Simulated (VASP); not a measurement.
# BN (P6_3/mmc) in VASP: notebook, part 2 of 2

VASP 6.6.1. The steps go on from the part before.

## 3. Relaxation of the atoms, PBE (9.03 Å³/atom)

This run uses another cell than the first one, of 9.03 Å³/atom.

Input file INCAR:

```
  ALGO = Normal
  EDIFF = 1E-7
  EDIFFG = -0.02
  ENCUT = 520
  GGA = PE
  IBRION = 2
  ISIF = 2
  ISMEAR = -1
  LASPH = True
  LCHARG = False
  LREAL = False
  LWAVE = False
  NELM = 60
  NSW = 80
  PREC = Accurate
  SIGMA = 0.02
```

Input file KPOINTS:

```
k-points
0
Gamma
  13 13 5
```

Input file POSCAR:

```
BN
1.0
    2.5229525065      0.0000000000      0.0000000000
   -1.2614762532      2.1849409632      0.0000000000
    0.0000000000      0.0000000000      6.5537167865
B N
2 2
Direct
    0.3333333333      0.6666666667      0.2500000000
    0.6666666667      0.3333333333      0.7500000000
    0.3333333333      0.6666666667      0.7500000000
    0.6666666667      0.3333333333      0.2500000000
```

Potentials or basis: VASP PAW PBE potentials, release 64 (B, N).

Command:

```sh
$ cat potpaw_PBE.64/B/POTCAR potpaw_PBE.64/N/POTCAR > POTCAR
$ mpirun -np 1 vasp_std > vasp.out
```

OUTCAR:

```text
EDIFF = 1E-7
   EDIFFG = -0.02
   ENCUT = 520
   GGA = PE
   IBRION = 2
   ISIF = 2
   ISMEAR = -1
   LASPH = True
   LREAL = False
   NELM = 60
   NSW = 80
   PREC = Accurate

 ion  position               nearest neighbor table
   1  0.333  0.667  0.250-   4 1.46   4 1.46   4 1.46
   2  0.667  0.333  0.750-   3 1.46   3 1.46   3 1.46
   3  0.333  0.667  0.750-   2 1.46   2 1.46   2 1.46
   4  0.667  0.333  0.250-   1 1.46   1 1.46   1 1.46

  LATTYP: Found a hexagonal cell.
 ALAT       =     2.5229525065
 C/A-ratio  =     2.5976377952

  Lattice vectors:

 A1 = (   2.5229525065,   0.0000000000,   0.0000000000)
 A2 = (  -1.2614762532,   2.1849409632,   0.0000000000)
 A3 = (   0.0000000000,   0.0000000000,   6.5537167865)

Analysis of symmetry for initial positions (statically):
=====================================================================
 Subroutine PRICEL returns:
 Original cell was already a primitive cell.

 Routine SETGRP: Setting up the symmetry group for a
 hexagonal supercell.

 Subroutine GETGRP returns: Found 24 space group operations
 (whereof 12 operations were pure point group operations)
 out of a pool of 24 trial point group operations.

The static configuration has the point symmetry D_3d.
 The point group associated with its full space group is D_6h.

Analysis of symmetry for dynamics (positions and initial velocities):
=====================================================================
 Subroutine PRICEL returns:
 Original cell was already a primitive cell.

 Routine SETGRP: Setting up the symmetry group for a
 hexagonal supercell.

 Subroutine GETGRP returns: Found 24 space group operations
 (whereof 12 operations were pure point group operations)
 out of a pool of 24 trial point group operations.

The dynamic configuration has the point symmetry D_3d.
 The point group associated with its full space group is D_6h.

[... 133 lines left out ...]
 conjugate gradient relaxation of ions
 non-spin polarized calculation
  energy-cutoff  :      520.00
  volume of cell :       36.13
 maximum number of plane-waves:       997
 NGX is ok and might be reduce to    20
   NGX =  9   NGY =  9   NGZ = 25

 number of electron      15.9999999 magnetization

 Free energy of the ion-electron system (eV)
  ---------------------------------------------------
  ext. energy  EPLUGINS =         0.00000000
  ---------------------------------------------------
  free energy    TOTEN  =       -35.14285913 eV

  energy without entropy =      -35.14285913  energy(sigma->0) =      -35.14285913

 E-fermi :   2.7612     XC(G=0): -10.1100

 val. band max:        2.3308203678   @ k =   0.3077   0.3077   0.0000
 cond. band min:       6.5623649892   @ k =   0.4615   0.0769   0.0000
 fundamental gap:      4.2315446215
 Fermi energy:         2.7611801673

 k-point     1 :       0.0000    0.0000    0.0000
  band No.  band energies     occupation
      1     -15.3976      2.00000
      2     -15.0701      2.00000
      3      -3.8796      2.00000
      4      -1.5999      2.00000
      5       0.9255      2.00000
      6       0.9255      2.00000
      7       0.9697      2.00000
      8       0.9697      2.00000
      9       7.6233      0.00000
     10      12.6622      0.00000
     11      13.6369      0.00000
     12      13.6425      0.00000
[... 331 lines left out ...]
 k-point    24 :       0.1538   -0.0000    0.2000
  band No.  band energies     occupation
      1     -14.9178      2.00000
      2     -14.6671      2.00000
      3      -3.0866      2.00000
      4      -1.3314      2.00000
      5      -0.7695      2.00000
      6      -0.7190      2.00000
      7       0.1637      2.00000
      8       0.2096      2.00000
      9       8.8252      0.00000
     10      11.8936      0.00000
     11      13.1699      0.00000
     12      13.4371      0.00000

 [... further k-points ...]

------------------------ aborting loop because EDIFF is reached ----------------------------------------

  FORCE on cell =-STRESS in cart. coord.  units (eV):
  Direction    XX          YY          ZZ          XY          YZ          ZX
  --------------------------------------------------------------------------------------
  -------------------------------------------------------------------------------------
  Total       -0.9639005     -0.9639005      0.7241982     -0.0000000      0.0000000      0.0000000
  in kB      -42.7470688    -42.7470688     32.1167492     -0.0000000      0.0000000      0.0000000
  external PRESSURE =     -17.7924628 kB  Pullay stress =       0.0000000 kB

 VOLUME and BASIS-vectors are now :
 -----------------------------------------------------------------------------
  energy-cutoff  :      520.00
  volume of cell :       36.13
      direct lattice vectors                 reciprocal lattice vectors
     2.522952506  0.000000000  0.000000000     0.396361009  0.228839135  0.000000000
    -1.261476253  2.184940963  0.000000000     0.000000000  0.457678270  0.000000000
     0.000000000  0.000000000  6.553716786     0.000000000  0.000000000  0.152585172

 POSITION                                       TOTAL-FORCE (eV/Angst)
 -----------------------------------------------------------------------------------
     -0.00000      1.45663      1.63843         0.000000     -0.000000      0.000000
      1.26148      0.72831      4.91529         0.000000     -0.000000      0.000000
     -0.00000      1.45663      4.91529        -0.000000      0.000000      0.000000
      1.26148      0.72831      1.63843         0.000000     -0.000000      0.000000
 -----------------------------------------------------------------------------------
    total drift:                               -0.000000      0.000000      0.000000

  FREE ENERGIE OF THE ION-ELECTRON SYSTEM (eV)
  ---------------------------------------------------
  free  energy   TOTEN  =       -35.1428591270 eV

  energy  without entropy=      -35.1428591270  energy(sigma->0) =      -35.14285913

 reached required accuracy - stopping structural energy minimisation
```

OSZICAR:

```text
N       E                     dE             d eps       ncg     rms          rms(c)
DAV:   1     0.588370858631E+02    0.58837E+02   -0.82955E+03  1552   0.123E+03
DAV:   2    -0.343394934348E+02   -0.93177E+02   -0.84066E+02  2184   0.261E+02
DAV:   3    -0.384892478757E+02   -0.41498E+01   -0.41137E+01  1920   0.568E+01
DAV:   4    -0.385334459141E+02   -0.44198E-01   -0.44164E-01  1840   0.635E+00
DAV:   5    -0.385341238121E+02   -0.67790E-03   -0.67778E-03  1884   0.775E-01    0.111E+01
DAV:   6    -0.354724915223E+02    0.30616E+01   -0.79546E+00  1740   0.231E+01    0.497E+00
DAV:   7    -0.352171081857E+02    0.25538E+00   -0.45591E-01  1884   0.599E+00    0.309E+00
DAV:   8    -0.351449009750E+02    0.72207E-01   -0.27326E-01  1856   0.403E+00    0.387E-01
DAV:   9    -0.351419193593E+02    0.29816E-02   -0.10876E-02  1804   0.948E-01    0.177E-01
DAV:  10    -0.351427727101E+02   -0.85335E-03   -0.12464E-03  1852   0.309E-01    0.377E-02
DAV:  11    -0.351428631003E+02   -0.90390E-04   -0.20380E-04  1916   0.127E-01    0.272E-02
DAV:  12    -0.351428587131E+02    0.43871E-05   -0.46464E-05  1812   0.608E-02    0.424E-03
DAV:  13    -0.351428590344E+02   -0.32126E-06   -0.17059E-06  1964   0.121E-02    0.962E-04
DAV:  14    -0.351428591270E+02   -0.92588E-07   -0.15457E-07  1672   0.330E-03
   1 F= -.35142859E+02 E0= -.35142859E+02  d E =-.351429E+02
```

It took 50 s on 1 thread of Intel Xeon 8259CL, shared host; peak memory 0.16 GiB.

What came out:

| Item | Value |
| --- | --- |
| Free energy | -35.1429 eV |
| Pressure after relaxing | -1.8 GPa |
| Band gap on the k mesh | 4.23 eV (least direct gap 4.59 eV) |

Final structure:
```xyz
4
Lattice="2.5230 0.0000 0.0000 -1.2615 2.1849 0.0000 0.0000 0.0000 6.5537" Properties=species:S:1:pos:R:3 pbc="T T T"
B     0.0000    1.4566    1.6384
B     1.2615    0.7283    4.9153
N     0.0000    1.4566    4.9153
N     1.2615    0.7283    1.6384
```

Levels at points of the mesh, in eV from the valence-band top:
| k point | band 6 | band 7 | band 8 | band 9 | band 10 | band 11 |
| --- | --- | --- | --- | --- | --- | --- |
| (0.00, 0.00, 0.00) | -1.41 | -1.36 | -1.36 | 5.29 | 10.33 | 11.31 |

Caveat: the relaxation stopped at its first step, so nothing moved; an odd mesh through Γ misses points on the zone boundary, where band edges can lie; this functional lacks dispersion, which binds the layers, so the pressure and a relaxed spacing across them are unreliable.

## 4. Relaxation of the atoms, PBE (z stretched by -2 %)

Input file INCAR:

```
SYSTEM = BN
  PREC = Accurate
  ENCUT = 520
  EDIFF = 1E-6
  ISMEAR = -1
  SIGMA = 0.02
  LREAL = .FALSE.
  LASPH = .TRUE.
  NELM = 100
  ALGO = Normal
  ISIF = 2
  LWAVE = .FALSE.
  LCHARG = .FALSE.
  GGA = PE
  IBRION = 2
  NSW = 80
  EDIFFG = -0.02
```

Input file KPOINTS:

```
regular mesh
0
G
  13 13 5
  0 0 0
```

Input file POSCAR:

```
BN
1.0
    2.5400000000      0.0000000000      0.0000000000
   -1.2700000000      2.1997045256      0.0000000000
    0.0000000000      0.0000000000      6.4660400000
B N
2 2
Direct
    0.3333333333      0.6666666667      0.2500000000
    0.6666666667      0.3333333333      0.7500000000
    0.3333333333      0.6666666667      0.7500000000
    0.6666666667      0.3333333333      0.2500000000
```

Potentials or basis: VASP PAW PBE potentials, release 64 (B, N).

Command:

```sh
$ cat potpaw_PBE.64/B/POTCAR potpaw_PBE.64/N/POTCAR > POTCAR
$ mpirun -np 1 vasp_std > vasp.out
```

OUTCAR:

```text
SYSTEM = BN
   PREC = Accurate
   ENCUT = 520
   EDIFF = 1E-6
   ISMEAR = -1
   LREAL = .FALSE.
   LASPH = .TRUE.
   NELM = 100
   ISIF = 2
   GGA = PE
   IBRION = 2
   NSW = 80
   EDIFFG = -0.02

 ion  position               nearest neighbor table
   1  0.333  0.667  0.250-   4 1.47   4 1.47   4 1.47
   2  0.667  0.333  0.750-   3 1.47   3 1.47   3 1.47
   3  0.333  0.667  0.750-   2 1.47   2 1.47   2 1.47
   4  0.667  0.333  0.250-   1 1.47   1 1.47   1 1.47

  LATTYP: Found a hexagonal cell.
 ALAT       =     2.5400000000
 C/A-ratio  =     2.5456850394

  Lattice vectors:

 A1 = (   2.5400000000,   0.0000000000,   0.0000000000)
 A2 = (  -1.2700000000,   2.1997045256,   0.0000000000)
 A3 = (   0.0000000000,   0.0000000000,   6.4660400000)

Analysis of symmetry for initial positions (statically):
=====================================================================
 Subroutine PRICEL returns:
 Original cell was already a primitive cell.

 Routine SETGRP: Setting up the symmetry group for a
 hexagonal supercell.
[... 190 lines left out ...]
      8       0.9777      2.00000
      9       7.7250      0.00000
     10      12.7402      0.00000
     11      13.4842      0.00000
     12      13.4853      0.00000
[... 331 lines left out ...]
 k-point    24 :       0.1538    0.0000    0.2000
  band No.  band energies     occupation
      1     -14.7966      2.00000
      2     -14.5175      2.00000
      3      -3.0276      2.00000
      4      -1.1562      2.00000
      5      -0.7539      2.00000
      6      -0.6864      2.00000
      7       0.1792      2.00000
      8       0.2331      2.00000
      9       8.9354      0.00000
     10      11.9238      0.00000
     11      12.9993      0.00000
     12      13.2657      0.00000

 [... further k-points ...]

------------------------ aborting loop because EDIFF is reached ----------------------------------------

  FORCE on cell =-STRESS in cart. coord.  units (eV):
  Direction    XX          YY          ZZ          XY          YZ          ZX
  --------------------------------------------------------------------------------------
  -------------------------------------------------------------------------------------
  Total       -2.5185493     -2.5185493      0.8316173      0.0000000      0.0000000      0.0000000
  in kB     -111.6926497   -111.6926497     36.8805728      0.0000000      0.0000000      0.0000000
  external PRESSURE =     -62.1682422 kB  Pullay stress =       0.0000000 kB

 VOLUME and BASIS-vectors are now :
 -----------------------------------------------------------------------------
  energy-cutoff  :      520.00
  volume of cell :       36.13
      direct lattice vectors                 reciprocal lattice vectors
     2.540000000  0.000000000  0.000000000     0.393700787  0.227303256  0.000000000
    -1.270000000  2.199704526  0.000000000     0.000000000  0.454606511  0.000000000
     0.000000000  0.000000000  6.466040000     0.000000000  0.000000000  0.154654162

 POSITION                                       TOTAL-FORCE (eV/Angst)
 -----------------------------------------------------------------------------------
     -0.00000      1.46647      1.61651        -0.000000      0.000000      0.000000
      1.27000      0.73323      4.84953         0.000000     -0.000000      0.000000
     -0.00000      1.46647      4.84953        -0.000000      0.000000      0.000000
      1.27000      0.73323      1.61651         0.000000      0.000000      0.000000
 -----------------------------------------------------------------------------------
    total drift:                               -0.000000      0.000000      0.000000

  FREE ENERGIE OF THE ION-ELECTRON SYSTEM (eV)
  ---------------------------------------------------
  free  energy   TOTEN  =       -35.1088617431 eV

  energy  without entropy=      -35.1088617430  energy(sigma->0) =      -35.10886174

 reached required accuracy - stopping structural energy minimisation
```

OSZICAR:

```text
N       E                     dE             d eps       ncg     rms          rms(c)
DAV:   1     0.627429278163E+02    0.62743E+02   -0.82991E+03  1528   0.123E+03
DAV:   2    -0.342122068700E+02   -0.96955E+02   -0.87967E+02  2240   0.261E+02
DAV:   3    -0.383144558047E+02   -0.41022E+01   -0.40795E+01  1916   0.574E+01
DAV:   4    -0.383551394916E+02   -0.40684E-01   -0.40656E-01  1888   0.616E+00
DAV:   5    -0.383557467086E+02   -0.60722E-03   -0.60717E-03  1896   0.759E-01    0.109E+01
DAV:   6    -0.354088238220E+02    0.29469E+01   -0.78547E+00  1724   0.229E+01    0.487E+00
DAV:   7    -0.351787351576E+02    0.23009E+00   -0.42803E-01  1880   0.582E+00    0.305E+00
DAV:   8    -0.351111250200E+02    0.67610E-01   -0.26278E-01  1824   0.394E+00    0.386E-01
DAV:   9    -0.351079866288E+02    0.31384E-02   -0.10521E-02  1836   0.934E-01    0.172E-01
DAV:  10    -0.351087823779E+02   -0.79575E-03   -0.12490E-03  1828   0.307E-01    0.378E-02
DAV:  11    -0.351088666611E+02   -0.84283E-04   -0.20752E-04  1916   0.127E-01    0.266E-02
DAV:  12    -0.351088613960E+02    0.52651E-05   -0.46724E-05  1844   0.611E-02    0.405E-03
DAV:  13    -0.351088617431E+02   -0.34701E-06   -0.15547E-06  1448   0.121E-02
   1 F= -.35108862E+02 E0= -.35108862E+02  d E =-.351089E+02
```

CONTCAR:

```text
BN
   1.00000000000000
     2.5400000000000000    0.0000000000000000    0.0000000000000000
    -1.2700000000000000    2.1997045256000001    0.0000000000000000
     0.0000000000000000    0.0000000000000000    6.4660399999999996
  B               N
     2     2
Direct
     0.3333333332999970    0.6666666667000030    0.2500000000000000
     0.6666666667000030    0.3333333332999970    0.7500000000000000
     0.3333333332999970    0.6666666667000030    0.7500000000000000
     0.6666666667000030    0.3333333332999970    0.2500000000000000

  0.00000000E+00  0.00000000E+00  0.00000000E+00
  0.00000000E+00  0.00000000E+00  0.00000000E+00
  0.00000000E+00  0.00000000E+00  0.00000000E+00
  0.00000000E+00  0.00000000E+00  0.00000000E+00
```

Run time: 41 s. Hardware: 1 thread of Intel Xeon 8259CL, shared host; peak memory 0.16 GiB.

What came out:

```yaml
Free_energy: -35.1089 eV
Pressure_after_relaxing: -6.2 GPa
Band_gap_on_the_k_mesh: 4.18 eV (least direct gap 4.50 eV)
```

Stress tensor (GPa, compression positive):
```
-11.17   0.00   0.00
  0.00 -11.17   0.00
  0.00   0.00   3.69
```

Final structure:
```
B N
1.0
     2.54000    0.00000    0.00000
    -1.27000    2.19970    0.00000
     0.00000    0.00000    6.46604
B N
2 2
Direct
  0.33333 0.66667 0.25000
  0.66667 0.33333 0.75000
  0.33333 0.66667 0.75000
  0.66667 0.33333 0.25000
```

Caveat: the cell differs from its parent crystal (z stretched by -2 %); the relaxation stopped at its first step, so nothing moved; an odd mesh through Γ misses points on the zone boundary, where band edges can lie; this functional lacks dispersion, which binds the layers, so the pressure and a relaxed spacing across them are unreliable.

## 5. Summary

```csv
cell,gap on the mesh (eV),pressure (GPa)
"atoms relaxed from a = 2.590, b = 2.590, c = 6.727 Å, angles 90.0, 90.0, 120.0°, 4 atoms",4.12,-17.8
"atoms relaxed from a = 2.523, b = 2.523, c = 6.554 Å, angles 90.0, 90.0, 120.0°, 4 atoms",4.23,-1.8
"atoms relaxed from a = 2.540, b = 2.540, c = 6.466 Å, angles 90.0, 90.0, 120.0°, 4 atoms",4.18,-6.2
```

Alike in all rows: task relaxation of the atoms; level PBE; potentials or basis VASP PAW PBE potentials, release 64 (B, N); no spin polarisation; k mesh 13 × 13 × 5; cutoff (eV) 520; smearing fermi-dirac 0.02 eV.

Caveats: the relaxation stopped at its first step, so nothing moved; an odd mesh through Γ misses points on the zone boundary, where band edges can lie; this functional lacks dispersion, which binds the layers, so the pressure and a relaxed spacing across them are unreliable.

Total energies depend on the potentials used, so only differences within one code and one set of settings carry meaning.
